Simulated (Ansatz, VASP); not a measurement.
**CsH in VASP and in Ansatz**

INCAR

```
PREC = Accurate ; ENCUT = 500
EDIFF = 1E-6 ; ISMEAR = 0
SIGMA = 0.01 ; LREAL = F
LASPH = T ; NELM = 120
ALGO = Normal ; ISIF = 2
LWAVE = F ; LCHARG = F
GGA = CA ; NBANDS = 12
GGA_COMPAT = F
```

Contents of KPOINTS:

```
regular mesh
0
Gamma
  4 4 4
```

File POSCAR:

```
CsH
1.0
    0.0000000000      3.1880000000      3.1880000000
    3.1880000000      0.0000000000      3.1880000000
    3.1880000000      3.1880000000      0.0000000000
Cs H
1 1
Direct
    0.0000000000      0.0150000000      0.0000000000
    0.5000000000      0.5000000000      0.5000000000
```

Input for Ansatz:

```yaml
crystal:
  lattice:
    - [0.0, 3.188, 3.188]
    - [3.188, 0.0, 3.188]
    - [3.188, 3.188, 0.0]
  atoms:
    - { symbol: Cs, position: [0.0, 0.015, 0.0] }
    - { symbol: H, position: [0.5, 0.5, 0.5] }
kpoints:
  mp_grid:
    grid: [4, 4, 4]
    shift: [0.0, 0.0, 0.0]
hamiltonian:
  xc: lda
scf:
  occupations:
    method: fixed
output:
  forces: true
```

Alike in both runs: task single point; functional LDA; k mesh 4 × 4 × 4; no spin polarisation.

```csv
,VASP,Ansatz
version,VASP 6.6.1,Ansatz 0.2.0
potentials or method,"VASP PAW LDA potentials, release 64 (Cs_sv, H)","plane waves, PAW"
plane-wave cutoff (eV),500,420
occupations,"gaussian, width 0.01 eV",fixed
valence electrons in the cell,10,10
```

|  | VASP | Ansatz | Ansatz less VASP |
| --- | --- | --- | --- |
| rms of the force components (eV/Å) | 0.017 | 0.017 | -0.0002 |

LDA's correlation is that of Perdew and Zunger in VASP and of Perdew and Wang (1992) in Ansatz. Atom by atom the forces differ by 0.000 eV/Å (rms over components).

The k mesh is coarse, so the values compare programs but aren't converged. Neither program's run includes spin-orbit coupling.
